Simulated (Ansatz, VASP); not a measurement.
**Two plane-wave programs on ScGaN**

```
Sc Ga N
1.0
     3.68757    0.00000    0.00000
    -1.84378    3.19353    0.00000
     0.00000    0.00000    3.59750
Sc Ga N
1 1 1
Direct
  0.00000 0.00000 0.00000
  0.66667 0.33333 0.50000
  0.33333 0.66667 0.50000
```

Change from the starting cell: species swapped into the ZrBeB type (P-6m2, No. 187).

Alike in both runs: task relaxation of cell and atoms; functional PBE; k mesh 12 × 12 × 14; occupations gaussian, width 0.1 eV; no spin polarisation.

|  | VASP | Ansatz |
| --- | --- | --- |
| version | VASP 6.6.1 | Ansatz 0.2.0 |
| potentials or method | VASP PAW PBE potentials, release 64 (Sc_sv, Ga_d, N), cutoff 600 eV | scalar-relativistic, plane waves, PAW |
| valence electrons in the cell | 29 | 29 |

|  | VASP | Ansatz | Ansatz less VASP |
| --- | --- | --- | --- |
| gap on the k mesh at the Fermi level, each at its own relaxed structure (eV) | none | none | - |
| relaxed volume (Å³/atom) | 14.19 | 14.15 | -0.042 |
| relaxed length of the cell vector where the two differ most in proportion (Å) | 3.704 | 3.700 | -0.0046 |

A gap of «none» marks a metal or a gap that the smearing closes.
